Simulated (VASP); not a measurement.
TaIn2:

```xyz
3
Lattice="0.0000 3.1706 3.1706 3.1706 0.0000 3.1706 3.1706 3.1706 0.0000" Properties=species:S:1:pos:R:3 pbc="T T T"
Ta    0.0000    0.0000    0.0000
In    1.5853    1.5853    1.5853
In    4.7559    4.7559    4.7559
```

* Program: VASP 6.6.1
* Task: relaxation of cell and atoms
* Functional: PBE
* Potentials or basis: VASP PAW PBE potentials, release 64 (Ta_pv, In_d)
* Cutoff: 600 eV
* k mesh: 6 × 6 × 6
* Occupations: gaussian, width 0.1 eV
* Spin: no spin polarisation

At the start: pressure 20.3 GPa; volume 21.25 Å³/atom.

Where does the relaxation end?

Over 4 steps the energy falls by 223.2 meV/atom and the volume is 25.47 Å³/atom (+19.8 %); space group Fm-3m (No. 225, to 0.1 Å) before and after.

Step by step:
| step | energy change (eV) | largest force (eV/Å) | pressure (GPa) | volume (Å³) |
| --- | --- | --- | --- | --- |
| 1 | 0.0000 | 0.0000 | 20.33 | 63.75 |
| 2 | -0.1547 | 0.0000 | -8.84 | 91.99 |
| 3 | -0.6694 | 0.0000 | -0.34 | 76.67 |
| 4 | -0.6697 | 0.0000 | -0.04 | 76.40 |

Final structure:
```
CELL_PARAMETERS angstrom
0.00000 3.36781 3.36781
3.36781 0.00000 3.36781
3.36781 3.36781 0.00000
ATOMIC_POSITIONS crystal
Ta 0.00000 0.00000 0.00000
In 0.25000 0.25000 0.25000
In 0.75000 0.75000 0.75000
```

Caveat: the volume moved by over 15 % at a fixed basis, so the end points are rough.
